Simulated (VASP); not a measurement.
# PbS in VASP: single point with PBEsol

Aim: the single point of PbS with PBEsol.

Program: VASP 6.6.1. These are calculated values, not measurements. Logs are shortened: lines on timing, memory, paths and dates and some standing lists are left out, and cuts for length are marked.

## Step 1: The cell of the first run

The cell holds a slab with vacuum, 4 atoms: a = 4.046 Å, b = 4.148 Å, c = 22.118 Å, α = 92.34°, β = 95.10°, γ = 93.94°.

## Step 2: Single point, PBEsol (strained and its atoms moved)

INCAR

```
ALGO = Normal
EDIFF = 1E-6
ENCUT = 520
GGA = PS
ISIF = 2
ISMEAR = 0
LASPH = T
LCHARG = F
LREAL = F
LWAVE = F
NBANDS = 28
NELM = 100
PREC = Accurate
SIGMA = 0.02
```

KPOINTS

```
k-points
0
Gamma
  6 6 2
```

POSCAR

```
PbS
1.0
    2.7597980348     -2.9587378731     -0.0595497001
    2.8315648177      3.0304449571      0.0423089785
   -2.0308564559      0.3536239106     22.0217583476
Pb S
2 2
Direct
    0.7338600847      0.7261896786      0.9373114688
    0.2772771026      0.2669637524      0.0634882909
    0.2398144922      0.2139126509      0.9433354340
    0.7896484790      0.7523340765      0.0558652567
```

Potentials or basis: VASP PAW PBE potentials, release 64 (Pb_d, S).

Run with:

```bash
cat potpaw_PBE.64/Pb_d/POTCAR potpaw_PBE.64/S/POTCAR > POTCAR
mpirun -np 1 vasp_std > vasp.out
```

OUTCAR:

```text
EDIFF = 1E-6
   ENCUT = 520
   GGA = PS
   ISIF = 2
   ISMEAR = 0
   LASPH = T
   LREAL = F
   NELM = 100
   PREC = Accurate

 ion  position               nearest neighbor table
   1  0.734  0.726  0.937-   4 2.61   3 2.77   3 2.83   3 2.95   3 3.05   2 3.92   2 3.96   2 4.02

   2  0.277  0.267  0.063-   3 2.65   4 2.79   4 2.81   4 2.91   4 3.09   1 3.92   1 3.96   1 4.02

   3  0.240  0.214  0.943-   2 2.65   1 2.77   1 2.83   1 2.95   1 3.05
   4  0.790  0.752  0.056-   1 2.61   2 2.79   2 2.81   2 2.91   2 3.09

  LATTYP: Found a triclinic cell.
 ALAT       =     4.0464998655
 B/A-ratio  =     1.3818977896
 C/A-ratio  =     5.4684754735
 COS(alpha) =     0.0283691533
 COS(beta)  =     0.0939421305
 COS(gamma) =     0.6726307448

  Lattice vectors:

 A1 = (   2.7597980348,  -2.9587378731,  -0.0595497001)
 A2 = (   5.5913628525,   0.0717070840,  -0.0172407216)
 A3 = (   0.7289415789,  -2.6051139625,  21.9622086475)

Analysis of symmetry for initial positions (statically):
=====================================================================
 Subroutine PRICEL returns:
 Original cell was already a primitive cell.

 Routine SETGRP: Setting up the symmetry group for a
 triclinic supercell.

 Subroutine GETGRP returns: Found  1 space group operations
 (whereof  1 operations were pure point group operations)
 out of a pool of  2 trial point group operations.

The static configuration has the point symmetry C_1 .

Analysis of symmetry for dynamics (positions and initial velocities):
=====================================================================
 Subroutine PRICEL returns:
 Original cell was already a primitive cell.

 Routine SETGRP: Setting up the symmetry group for a
 triclinic supercell.

 Subroutine GETGRP returns: Found  1 space group operations
 (whereof  1 operations were pure point group operations)
 out of a pool of  2 trial point group operations.

The dynamic configuration has the point symmetry C_1 .

 Subroutine INISYM returns: Found  1 space group operations
 (whereof  1 operations are pure point group operations),
 and found     1 'primitive' translations

----------------------------------------------------------------------------------------

                                     Primitive cell

  volume of cell :     368.4591

  direct lattice vectors                    reciprocal lattice vectors
     2.759798035 -2.958737873 -0.059549700     0.181080516 -0.169467815  0.019420629
     2.831564818  3.030444957  0.042308978     0.176778240  0.164617097  0.013659158
    -2.030856456  0.353623911 22.021758348     0.000150033 -0.000774531  0.045435908

  length of vectors
     4.046499865  4.147667538 22.118030395     0.248770284  0.241941950  0.045442757

  position of ions in fractional coordinates (direct lattice)
     0.733860085  0.726189679  0.937311469
     0.277277103  0.266963752  0.063488291
     0.239814492  0.213912651  0.943335434
     0.789648479  0.752334076  0.055865257

  ion indices of the primitive-cell ions
   primitive index   ion index
                 1           1
                 2           2
                 3           3
                 4           4

----------------------------------------------------------------------------------------

 KPOINTS: k-points

Automatic generation of k-mesh.
 Grid dimensions read from file:
 generate k-points for:    6    6    2

 Generating k-lattice:

  Cartesian coordinates                     Fractional coordinates (reciprocal lattice)
     0.030180086 -0.028244636  0.003236772     0.166666667  0.000000000 -0.000000000
     0.029463040  0.027436183  0.002276526     0.000000000  0.166666667 -0.000000000
     0.000075016 -0.000387266  0.022717954     0.000000000  0.000000000  0.500000000

  Length of vectors
     0.041461714  0.040323658  0.022721378

  Shift w.r.t. Gamma in fractional coordinates (k-lattice)
     0.000000000  0.000000000  0.000000000

 Subroutine IBZKPT returns following result:
 ===========================================

 Found     40 irreducible k-points:

 Following reciprocal coordinates:
            Coordinates               Weight
  0.000000  0.000000  0.000000      1.000000
  0.166667 -0.000000  0.000000      2.000000
  0.333333  0.000000  0.000000      2.000000
  0.500000 -0.000000  0.000000      1.000000
 -0.000000  0.166667 -0.000000      2.000000
  0.166667  0.166667  0.000000      2.000000
[... 16 lines left out ...]
  0.333333  0.000000  0.500000      2.000000
  0.500000  0.000000  0.500000      1.000000
 [... further k-points ...]
   k-points           NKPTS =     40   k-points in BZ     NKDIM =     40   number of bands    NBANDS=     28
   number of dos      NEDOS =    301   number of ions     NIONS =      4
   total plane-waves  NPLWV = 161280
   dimension x,y,z NGX =    30 NGY =   32 NGZ =  168
   dimension x,y,z NGXF=    60 NGYF=   64 NGZF=  336
   ions per type =               2   2
   NGX,Y,Z   is equivalent  to a cutoff of  12.33, 12.83, 12.63 a.u.
   NGXF,Y,Z  is equivalent  to a cutoff of  24.65, 25.65, 25.25 a.u.
 SYSTEM =  unknown system
   PREC   = accura    normal or accurate (medium, high low for compatibility)
   ISTART =      0    job   : 0-new  1-cont  2-samecut
   ICHARG =      2    charge: 1-file 2-atom 10-const
   ISPIN  =      1    spin polarized calculation?
   LNONCOLLINEAR =      F non collinear calculations
   LSORBIT =      F    spin-orbit coupling
   LASPH  =      T    aspherical Exc in radial PAW
   ENCUT  =  520.0 eV  38.22 Ry    6.18 a.u.   7.52  7.71 41.12*2*pi/ulx,y,z
   NELM   =    100;   NELMIN=  2; NELMDL= -5     # of ELM steps
   EDIFF  = 0.1E-05   stopping-criterion for ELM
   LREAL  =      F    real-space projection
   EDIFFG = 0.1E-04   stopping-criterion for IOM
   NSW    =      0    number of steps for IOM
   IBRION =     -1    ionic relax: 0-MD 1-quasi-New 2-CG
   NFREE  =      0    steps in history (QN), initial steepest desc. (CG)
   ISIF   =      2    stress and relaxation
   ISYM   =      2    0-nonsym 1-usesym 2-fastsym
   POTIM  = 0.5000    time-step for ionic-motion
   TEBEG  =    0.0;   TEEND  =   0.0 temperature during run
   PSTRESS=    0.0 pullay stress
   NELECT =      40.0000    total number of electrons
   NUPDOWN=      -1.0000    fix difference up-down
   EMIN   =  10.00;   EMAX   =-10.00  energy-range for DOS
   EFERMI =   0.00;   METHOD = LEGACY
   ISMEAR =     0;   SIGMA  =   0.02  broadening in eV -4-tet -1-fermi 0-gaus
   EFERMI_NEDOS =   21; number of points for ismear=-14 and -15
   IALGO  =     38    algorithm
   IMIX   =      4    mixing-type and parameters
     AMIX     =   0.40;   BMIX     =  1.00
     AMIX_MAG =   1.60;   BMIX_MAG =  1.00
  volume/ion in A,a.u.               =      92.11       621.62
  Fermi-wavevector in a.u.,A,eV,Ry     =   0.780965  1.475810  8.298285  0.609907
  Thomas-Fermi vector in A             =   1.884386
   LORBIT       =      0    0 simple, 1 ext, 2 COOP (PROOUT), +10 PAW based schemes
   GGA     = PS    functional components
   LHFCALC =     F    Hartree Fock is set to
   AEXX    =    0.0000 exact exchange contribution
   IVDW    =     0    specifies the selected vdW correction
   LEPSILON=     F    determine dielectric tensor
   LRPA    =     F    only Hartree local field effects (RPA)
 non-spin polarized calculation
 Gauss-broadening in eV      SIGMA  =   0.02
  energy-cutoff  :      520.00
  volume of cell :      368.46
 maximum number of plane-waves:      9988
   NGX = 15   NGY = 15   NGZ = 83

 number of electron      40.0000003 magnetization

 Free energy of the ion-electron system (eV)
  ---------------------------------------------------
  ext. energy  EPLUGINS =         0.00000000
  ---------------------------------------------------
  free energy    TOTEN  =       -18.36135110 eV

  energy without entropy =      -18.36135110  energy(sigma->0) =      -18.36135110

 E-fermi :  -1.5508     XC(G=0):  -3.1836

 val. band max:       -1.6485265935   @ k =   0.0000   0.5000  -0.0000
 cond. band min:      -0.0384143861   @ k =   0.5000  -0.0000   0.0000
 fundamental gap:      1.6101122073
 Fermi energy:        -1.5507859194

 k-point     1 :       0.0000    0.0000    0.0000
  band No.  band energies     occupation
      1     -18.0782      2.00000
      2     -17.9133      2.00000
      3     -17.8895      2.00000
      4     -17.8673      2.00000
      5     -17.8592      2.00000
      6     -17.8468      2.00000
[... 20 lines left out ...]
     27       3.9631      0.00000
     28       4.2445      0.00000

 k-point     2 :       0.1667   -0.0000    0.0000
  band No.  band energies     occupation
      1     -18.0523      2.00000
      2     -17.9001      2.00000
      3     -17.8967      2.00000
      4     -17.8705      2.00000
      5     -17.8642      2.00000
      6     -17.8475      2.00000
[... 20 lines left out ...]
     27       3.3185      0.00000
     28       3.9956      0.00000

 k-point     3 :       0.3333    0.0000    0.0000
  band No.  band energies     occupation
      1     -17.9957      2.00000
      2     -17.9152      2.00000
      3     -17.8897      2.00000
      4     -17.8747      2.00000
      5     -17.8688      2.00000
      6     -17.8536      2.00000
[... 20 lines left out ...]
     27       3.5740      0.00000
     28       3.8120      0.00000

 k-point     4 :       0.5000   -0.0000    0.0000
  band No.  band energies     occupation
      1     -17.9587      2.00000
      2     -17.9224      2.00000
      3     -17.9090      2.00000
      4     -17.8784      2.00000
      5     -17.8596      2.00000
      6     -17.8582      2.00000
[... 20 lines left out ...]
     27       4.3741      0.00000
     28       4.4622      0.00000

 k-point     5 :      -0.0000    0.1667   -0.0000
  band No.  band energies     occupation
      1     -18.0541      2.00000
      2     -17.9075      2.00000
      3     -17.8916      2.00000
      4     -17.8702      2.00000
      5     -17.8643      2.00000
      6     -17.8479      2.00000
[... 20 lines left out ...]
     27       3.3298      0.00000
     28       3.9551      0.00000

 k-point     6 :       0.1667    0.1667    0.0000
  band No.  band energies     occupation
      1     -18.0252      2.00000
      2     -17.8969      2.00000
      3     -17.8887      2.00000
      4     -17.8804      2.00000
      5     -17.8697      2.00000
      6     -17.8465      2.00000
[... 463 lines left out ...]
      5     -17.8592      2.00000
      6     -17.8468      2.00000
[... 20 lines left out ...]
     27       3.5558      0.00000
     28       4.2063      0.00000

 k-point    22 :       0.1667   -0.0000    0.5000
  band No.  band energies     occupation
      1     -18.0523      2.00000
      2     -17.9001      2.00000
      3     -17.8967      2.00000
      4     -17.8705      2.00000
      5     -17.8642      2.00000
      6     -17.8475      2.00000
[... 20 lines left out ...]
     27       3.6750      0.00000
     28       3.8639      0.00000

 k-point    23 :       0.3333    0.0000    0.5000
  band No.  band energies     occupation
      1     -17.9957      2.00000
      2     -17.9152      2.00000
      3     -17.8897      2.00000
      4     -17.8747      2.00000
      5     -17.8688      2.00000
      6     -17.8536      2.00000
[... 20 lines left out ...]
     27       3.5962      0.00000
     28       3.7386      0.00000

 k-point    24 :       0.5000    0.0000    0.5000
  band No.  band energies     occupation
      1     -17.9587      2.00000
      2     -17.9224      2.00000
      3     -17.9090      2.00000
      4     -17.8784      2.00000
      5     -17.8596      2.00000
      6     -17.8582      2.00000
[... 20 lines left out ...]
     27       4.3759      0.00000
     28       4.4608      0.00000

 [... further k-points ...]

------------------------ aborting loop because EDIFF is reached ----------------------------------------

  FORCE on cell =-STRESS in cart. coord.  units (eV):
  Direction    XX          YY          ZZ          XY          YZ          ZX
  --------------------------------------------------------------------------------------
  -------------------------------------------------------------------------------------
  Total        6.1579801     -0.6250798      1.4117854     -0.2628802     -0.2075131     -0.0198186
  in kB       26.7768551     -2.7180458      6.1388916     -1.1430866     -0.9023330     -0.0861775
  external PRESSURE =      10.0659003 kB  Pullay stress =       0.0000000 kB

 VOLUME and BASIS-vectors are now :
 -----------------------------------------------------------------------------
  energy-cutoff  :      520.00
  volume of cell :      368.46
      direct lattice vectors                 reciprocal lattice vectors
     2.759798035 -2.958737873 -0.059549700     0.181080516 -0.169467815  0.019420629
     2.831564818  3.030444957  0.042308978     0.176778240  0.164617097  0.013659158
    -2.030856456  0.353623911 22.021758348     0.000150033 -0.000774531  0.045435908

 POSITION                                       TOTAL-FORCE (eV/Angst)
 -----------------------------------------------------------------------------------
      2.17801      0.36083     20.62827        -0.092979      0.035837     -0.506584
      1.39222      0.01108      1.39291         0.050101     -0.031616      0.225451
     -0.64823      0.27229     20.76867         0.098975      0.040484     -0.041297
      4.19610     -0.03670      1.21506        -0.056097     -0.044706      0.322430
 -----------------------------------------------------------------------------------
    total drift:                                0.000346      0.000126      0.000426

  FREE ENERGIE OF THE ION-ELECTRON SYSTEM (eV)
  ---------------------------------------------------
  free  energy   TOTEN  =       -18.3613510997 eV

  energy  without entropy=      -18.3613510997  energy(sigma->0) =      -18.36135110
```

Run time: 6.6 min. Hardware: 1 thread of AMD EPYC 9R45 (Zen 5), shared host; peak memory 0.59 GiB.

What came out:

```yaml
Free_energy: -18.3614 eV
Largest_force: 0.516 eV/Å
Band_gap_on_the_k_mesh: 1.61 eV, indirect (least direct gap 1.75 eV)
```

Forces on the atoms (eV/Å):
```
Pb  -0.093  0.036 -0.507
Pb   0.050 -0.032  0.225
S    0.099  0.040 -0.041
S   -0.056 -0.045  0.322
```

Levels at points of the mesh, in eV from the valence-band top:
```tsv
k point	band 16	band 17	band 18	band 19	band 20	band 21	band 22	band 23	band 24	band 25
(0.00, 0.00, 0.00)	-3.41	-2.63	-2.17	-1.54	-0.42	1.76	3.84	4.44	4.55	4.64
(0.50, 0.00, 0.00)	-2.16	-1.54	-1.44	-0.26	-0.14	1.61	1.73	2.85	2.93	3.32
(0.00, 0.50, 0.00)	-2.19	-1.41	-1.31	-0.14	0.00	1.89	1.95	3.08	3.14	3.27
(0.50, 0.50, 0.00)	-4.81	-3.49	-3.32	-2.00	-1.48	3.81	4.37	4.87	5.18	5.43
(0.00, 0.00, 0.50)	-3.41	-2.63	-2.17	-1.54	-0.42	1.76	3.87	4.33	4.45	4.89
(0.50, 0.00, 0.50)	-2.16	-1.54	-1.44	-0.26	-0.14	1.61	1.73	2.85	2.93	3.32
(0.00, 0.50, 0.50)	-2.19	-1.41	-1.31	-0.14	0.00	1.89	1.95	3.08	3.14	3.27
(0.50, 0.50, 0.50)	-4.81	-3.49	-3.32	-2.00	-1.48	3.81	4.37	4.87	5.18	5.43
```

Caveat: the cell differs from its parent crystal (strained and its atoms moved); the PAW data sets were made with another functional, which shifts forces and pressure a little; spin-orbit coupling is left out, which moves the levels of the heavy elements.
